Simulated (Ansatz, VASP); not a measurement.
**Zn: VASP beside Ansatz**

INCAR

```
ALGO = Fast
EDIFF = 1E-7
EDIFFG = -0.01
ENCUT = 600
GGA = PE
IBRION = 2
ISIF = 3
ISMEAR = 0
LASPH = T
LCHARG = F
LREAL = F
LWAVE = F
NELM = 60
NSW = 100
PREC = Accurate
SIGMA = 0.1
```

The input KPOINTS:

```
k-points
0
Gamma
  22 22 20
```

POSCAR

```
Zn
1.0
    2.5957776499      0.0000000000      0.0000000000
    0.0000000000      2.5957776499      0.0000000000
    0.0000000000      0.0000000000      2.6840113908
Zn
1
Direct
    0.0000000000      0.0000000000      0.0000000000
```

Input for Ansatz:

```yaml
crystal:
  lattice:
    - [2.5957776499, 0.0, 0.0]
    - [0.0, 2.5957776499, 0.0]
    - [0.0, 0.0, 2.6840113908]
  atoms:
    - { symbol: Zn, position: [0.0, 0.0, 0.0] }
basis:
  ecutwfc: 420
kpoints:
  mp_grid: { grid: [22, 22, 20] }
hamiltonian:
  xc: pbe
scf:
  occupations: { method: gaussian, width: 0.1 }
output:
  forces: true
  stress: true
  eigenvalues: true
  write_density: true
  write_potential: true
  elf: true
  volumetric_format: npy
relax:
  adjacent_minimum: "off"
  f_tol: 0.01
  max_steps: 80
  cell: { stress_tol: 0.05 }
```

Alike in both runs: task relaxation of cell and atoms; functional PBE; k mesh 22 × 22 × 20; occupations gaussian, width 0.1 eV; no spin polarisation.

```csv
,VASP,Ansatz
version,VASP 6.6.1,Ansatz 0.2.0
potentials or method,"VASP PAW PBE potentials, release 64 (Zn), cutoff 600 eV","scalar-relativistic, plane waves, PAW"
valence electrons in the cell,12,12
```

|  | VASP | Ansatz | Ansatz less VASP |
| --- | --- | --- | --- |
| gap on the k mesh at the Fermi level, each at its own relaxed structure (eV) | none | none | - |
| relaxed volume (Å³/atom) | 18.22 | 18.18 | -0.044 |
| relaxed length of the cell vector where the two differ most in proportion (Å) | 2.638 | 2.635 | -0.0026 |

A gap of «none» marks a metal or a gap that the smearing closes.
